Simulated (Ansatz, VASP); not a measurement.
# HgTe in VASP and in Ansatz

```xyz
2
Lattice="0.0000 3.3524 3.0946 3.3524 0.0000 3.0946 3.3524 3.3524 0.0000" Properties=species:S:1:pos:R:3 pbc="T T T"
Hg    0.0000    0.0000    0.0000
Te    5.0287    5.0287    4.6418
```

Change from the starting cell: strain +0.040 along x and y, -0.040 along z, atoms carried along.

Alike in both runs: task single point; functional PBEsol; k mesh 14 × 14 × 14; occupations gaussian, width 0.15 eV; no spin polarisation.

|  | VASP | Ansatz |
| --- | --- | --- |
| version | VASP 6.6.1 | Ansatz 0.2.0 |
| potentials or method | VASP PAW PBE potentials, release 64 (Hg, Te), cutoff 520 eV | scalar-relativistic, plane waves, PAW |
| valence electrons in the cell | 18 | 36 |

```tsv
	VASP	Ansatz	Ansatz less VASP
pressure (GPa)	-0.4	-0.5	-0.10
traceless stress, the component that is largest in VASP (GPa)	0.75	0.75	+0.003
```

VASP's potentials were made for PBE, not for PBEsol. With one functional, cell and mesh, what is left measures potentials, basis and numerics. VASP's potentials hold 18 valence electrons a cell and Ansatz's 36, so a difference there can come from the potentials and not from the codes.

Spin-orbit coupling is off throughout.
